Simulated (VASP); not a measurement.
# Mo in VASP: a series of runs, part 2 of 2

VASP 6.6.1. The steps go on from the part before.

### 3 Single point, LDA

This run uses another cell than the first one.

INCAR

```
SYSTEM = Mo
PREC     = Accurate       ! precision mode
ENCUT    = 520            ! plane-wave cutoff, eV
EDIFF    = 1E-7           ! SCF threshold, eV
ISMEAR   = 0              ! smearing method
SIGMA    = 0.1            ! smearing width, eV
LREAL    = .False.        ! projectors in reciprocal space
LASPH    = .True.         ! aspherical terms in the spheres
NELM     = 60             ! most SCF steps
ALGO     = Normal         ! electronic algorithm
ISIF     = 2              ! what is computed and relaxed
LWAVE    = .False.        ! write WAVECAR
LCHARG   = .False.        ! write CHGCAR
LDIPOL   = .True.       
IDIPOL   = 3            
DIPOL    = 0.5 0.5 0.498
NBANDS   = 36             ! bands
```

KPOINTS

```
Automatic mesh
0
Gamma
  9 9 1
  0 0 0
```

POSCAR

```
Mo
1.0
    3.1111816891      0.0000000000      0.0000000000
    0.0000000000      3.1111816891      0.0000000000
    0.0000000000      0.0000000000     18.6667725336
Mo
4
Direct
    0.5000000000      0.5000000000      0.3749978732
    0.0000000000      0.0000000000      0.4583326244
    0.5000000000      0.5000000000      0.5438611620
    0.0000000000      0.0000000000      0.6165938572
```

Potentials or basis: VASP PAW LDA potentials, release 64 (Mo_sv).

The run is started by

```
> cat potpaw_LDA.64/Mo_sv/POTCAR > POTCAR
> mpirun -np 1 vasp_std > vasp.out
```

OUTCAR:

```text
SYSTEM = Mo
   PREC = Accurate
   ENCUT = 520
   EDIFF = 1E-7
   ISMEAR = 0
   LREAL = .False.
   LASPH = .True.
   NELM = 60
   ISIF = 2

 ion  position               nearest neighbor table
   1  0.500  0.500  0.375-   2 2.69   2 2.69   2 2.69   2 2.69   3 3.15
   2  0.000  0.000  0.458-   1 2.69   1 2.69   1 2.69   1 2.69   3 2.72   3 2.72   3 2.72   3 2.72
                             4 2.95
   3  0.500  0.500  0.544-   4 2.59   4 2.59   4 2.59   4 2.59   2 2.72   2 2.72   2 2.72   2 2.72
                             1 3.15
   4  0.000  0.000  0.617-   3 2.59   3 2.59   3 2.59   3 2.59   2 2.95
[... 783 lines left out ...]
  -------------------------------------------------------------------------------------
  Total       -5.9140783     -5.9140783     -2.4691066      0.0000000     -0.0000000     -0.0000000
  in kB      -52.4418091    -52.4418091    -21.8942683      0.0000000     -0.0000000     -0.0000000
  external PRESSURE =     -42.2592955 kB  Pullay stress =       0.0000000 kB

 VOLUME and BASIS-vectors are now :
 -----------------------------------------------------------------------------
  energy-cutoff  :      520.00
  volume of cell :      180.68
      direct lattice vectors                 reciprocal lattice vectors
     3.111181689  0.000000000  0.000000000     0.321421280  0.000000000  0.000000000
     0.000000000  3.111181689  0.000000000     0.000000000  0.321421280  0.000000000
     0.000000000  0.000000000 18.666772534     0.000000000  0.000000000  0.053571125

 POSITION                                       TOTAL-FORCE (eV/Angst)
 -----------------------------------------------------------------------------------
      1.55559      1.55559      7.00000        -0.000000     -0.000000      1.715928
      0.00000      0.00000      8.55559        -0.000000      0.000000     -1.779906
      1.55559      1.55559     10.15213        -0.000000      0.000000     -0.030058
      0.00000      0.00000     11.50982         0.000000      0.000000      0.094037
 -----------------------------------------------------------------------------------
    total drift:                                0.000000     -0.000000     -0.000347

  FREE ENERGIE OF THE ION-ELECTRON SYSTEM (eV)
  ---------------------------------------------------
  free  energy   TOTEN  =       -43.9282339926 eV

  energy  without entropy=      -43.9092834397  energy(sigma->0) =      -43.91875872

 vacuum level on the upper side and lower side of the slab         5.612         5.639
```

OSZICAR:

```text
N       E                     dE             d eps       ncg     rms          rms(c)
DAV:   1     0.644258176537E+03    0.64426E+03   -0.35423E+04  1344   0.142E+03
DAV:   2    -0.272594071189E+02   -0.67152E+03   -0.65936E+03  1200   0.452E+02
DAV:   3    -0.479062622434E+02   -0.20647E+02   -0.19875E+02  1412   0.747E+01
DAV:   4    -0.484867936593E+02   -0.58053E+00   -0.57390E+00  1384   0.983E+00
[... 20 lines left out ...]
DAV:  25    -0.439282271849E+02   -0.11861E-04   -0.10043E-06  1092   0.377E-03    0.278E-03
DAV:  26    -0.439282323935E+02   -0.52086E-05   -0.11929E-06   888   0.448E-03    0.110E-03
DAV:  27    -0.439282335575E+02   -0.11640E-05   -0.15676E-07   852   0.169E-03    0.564E-04
DAV:  28    -0.439282339092E+02   -0.35161E-06   -0.37798E-08   716   0.909E-04    0.374E-04
DAV:  29    -0.439282339926E+02   -0.83411E-07   -0.19661E-08   720   0.485E-04
   1 F= -.43928234E+02 E0= -.43918759E+02  d E =-.189506E-01
```

Wall time 2.6 min (1 thread of Intel Xeon Platinum 8259CL at 2.50GHz (Skylake/Cascade Lake), shared host); peak memory 0.25 GiB.

Results:

```
Free energy            : -43.9282 eV
Largest force          : 1.780 eV/Å
Band gap on the k mesh : zero (bands 28 and 29 overlap by 1.72 eV)
```

Forces in eV/Å, atoms in the order of the input:
```
Mo   0.000  0.000  1.716
Mo   0.000  0.000 -1.780
Mo   0.000  0.000 -0.030
Mo   0.000  0.000  0.094
```

### 4 Relaxation of the atoms, LDA

This run uses another cell than the first one.

INCAR

```
PREC = Accurate ; ENCUT = 520
EDIFF = 1E-6 ; ISMEAR = 0
SIGMA = 0.1 ; LREAL = F
LASPH = T ; NELM = 100
ALGO = Normal ; ISIF = 2
LWAVE = F ; LCHARG = F
LDIPOL = T ; IDIPOL = 3
DIPOL = 0.5 0.5 0.500 ; IBRION = 2
NSW = 70 ; EDIFFG = -0.03
```

KPOINTS

```
regular mesh
0
Gamma
  9 9 1
```

POSCAR

```
Mo
1.0
    3.1111816891      0.0000000000      0.0000000000
    0.0000000000      3.1111816891      0.0000000000
    0.0000000000      0.0000000000     18.6667725336
Mo
4
Selective dynamics
Direct
    0.5000000000      0.5000000000      0.3749978732  F F F
    0.0000000000      0.0000000000      0.4583326244  F F F
    0.5000000000      0.5000000000      0.5416673756  T T T
    0.0000000000      0.0000000000      0.6250021268  T T T
```

The run is started by

```
> cat potpaw_LDA.64/Mo_sv/POTCAR > POTCAR
> mpirun -np 1 vasp_std > vasp.out
```

Run time: 5.2 min. Hardware: 1 thread of Intel Xeon Platinum 8488C (Sapphire Rapids), shared host; peak memory 0.24 GiB.

It converged, with:

```
Free energy               : -43.9286 eV
Energy gained by relaxing : 46.7 meV/atom
Ionic steps               : 8
Band gap on the k mesh    : zero (bands 28 and 29 overlap by 1.73 eV)
```

The path:
```
step  energy change (eV)  largest force on free atoms (eV/Å)  pressure (GPa)
   1              0.0000                              1.7472           -6.50
   2             -0.1714                              0.5090           -5.30
   3             -0.1752                              0.2455           -5.06
   4             -0.1802                              0.2028           -4.88
   5             -0.1867                              0.0570           -4.33
   6             -0.1867                              0.0613           -4.34
   7             -0.1867                              0.0567           -4.41
   8             -0.1868                              0.0018           -4.38
```

Final structure:
```xyz
4
Lattice="3.1112 0.0000 0.0000 0.0000 3.1112 0.0000 0.0000 0.0000 18.6668" Properties=species:S:1:pos:R:3 pbc="T T T"
Mo    1.5556    1.5556    7.0000
Mo    0.0000    0.0000    8.5556
Mo    1.5556    1.5556   10.1560
Mo    0.0000    0.0000   11.5196
```

Levels at points of the mesh, in eV from the Fermi level:
| k point | band 25 | band 26 | band 27 | band 28 | band 29 | band 30 | band 31 | band 32 |
| --- | --- | --- | --- | --- | --- | --- | --- | --- |
| (0.00, 0.00, 0.00) | -0.91 | -0.80 | -0.31 | -0.31 | -0.15 | 0.07 | 0.53 | 1.05 |

### 5 The runs side by side

```csv
task,cell,atoms held fixed (from 0),gap on the mesh (eV),largest force (eV/Å)
single point,"a = 3.111, b = 3.111, c = 21.510 Å, 4 atoms, atomic positions A",-,none,1.78
single point,"a = 3.111, b = 3.111, c = 18.667 Å, 4 atoms, atomic positions A",-,none,1.78
relaxation of the atoms,"atoms relaxed from a = 3.111, b = 3.111, c = 18.667 Å, 4 atoms, atomic positions B","[0, 1]",none,-
```

Alike in all rows: level LDA; potentials or basis VASP PAW LDA potentials, release 64 (Mo_sv); no spin polarisation; k mesh 9 × 9 × 1; cutoff (eV) 520; smearing gaussian 0.1 eV.

Absolute energies hang on the potentials; compare differences alone.
